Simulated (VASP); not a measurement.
Wanted: the native input for a VASP 6.6.1 run.

```yaml
Task: single point
Functional: PBE
Potentials_or_basis: VASP PAW PBE potentials, release 64 (Hf_pv, N)
Cutoff: 520 eV
k_mesh: 6 × 6 × 6
Occupations: gaussian, width 0.1 eV
Spin: no spin polarisation
Dipole_correction: no
Further_INCAR_settings: ALGO = Normal; EDIFF = 1e-06; NBANDS = 14
```

The structure of HfN lies in POSCAR:

```
HfN
1.0
    3.0602806300      0.0000000000      0.0000000000
   -1.5301403100      2.6502807700      0.0000000000
    0.0000000000      0.0000000000      2.9866823300
Hf N
1 1
Direct
    0.0000000000      0.0000000000      0.0000000000
    0.6666666700      0.3333333300      0.5000000000
```

The input as run:

INCAR

```
ALGO = Normal
EDIFF = 1E-6
ENCUT = 520
GGA = PE
ISIF = 2
ISMEAR = 0
LASPH = True
LCHARG = False
LREAL = False
LWAVE = False
NBANDS = 14
NELM = 60
PREC = Accurate
SIGMA = 0.1
```

KPOINTS

```
k-points
0
Gamma
  6 6 6
```

Potentials or basis: VASP PAW PBE potentials, release 64 (Hf_pv, N).

Command:

```sh
$ cat potpaw_PBE.64/Hf_pv/POTCAR potpaw_PBE.64/N/POTCAR > POTCAR
$ mpirun -np 1 vasp_std > vasp.out
```

Results of the run:

- Pressure: -2.6 GPa

Caveat: the k points lie up to 0.40 Å⁻¹ apart.

Run time: 20 s on 1 thread of AMD EPYC 7R13 (shared host), peak memory 0.11 GiB.
